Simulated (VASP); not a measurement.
Ta4O:

```
Ta O
1.0
     4.39592    0.00000    0.00000
     0.00000    4.39592    0.00000
     0.00000    0.00000    4.39592
Ta O
4 1
Direct
  0.26377 0.73623 0.73623
  0.73623 0.26377 0.73623
  0.73623 0.73623 0.26377
  0.26377 0.26377 0.26377
  0.00000 0.00000 0.00000
```

Base run:

- Program: VASP 6.6.1
- Functional: PBE
- Potentials or basis: VASP PAW PBE potentials, release 64 (Ta_sv_GW, O)
- Cutoff: 600 eV
- k mesh: 4 × 4 × 4
- Occupations: gaussian, width 0.1 eV
- Spin: no spin polarisation

Its results: band gap on the k mesh zero (band 29 reaches 11.29 eV, above the bottom of band 30 at 9.12 eV); pressure -0.4 GPa; largest force 0.043 eV/Å.

The run is repeated on the same cell with these changes: potentials or basis from VASP PAW PBE potentials, release 64 (Ta_sv_GW, O) to VASP PAW PBE potentials, release 64 (Ta_pv, O); cutoff from 600 eV to 520 eV; further incar settings from ALGO = Normal; EDIFF = 1e-06; NBANDS = 37 to ALGO = Normal; EDIFF = 1e-06; NBANDS = 33; valence electrons from 58 to 50. What comes out?

Band gap on the k mesh zero (band 25 reaches 7.03 eV, above the bottom of band 26 at 4.86 eV); pressure 0.1 GPa; largest force 0.058 eV/Å.

Caveats: spin-orbit coupling is left out, which moves the levels of the heavy elements.
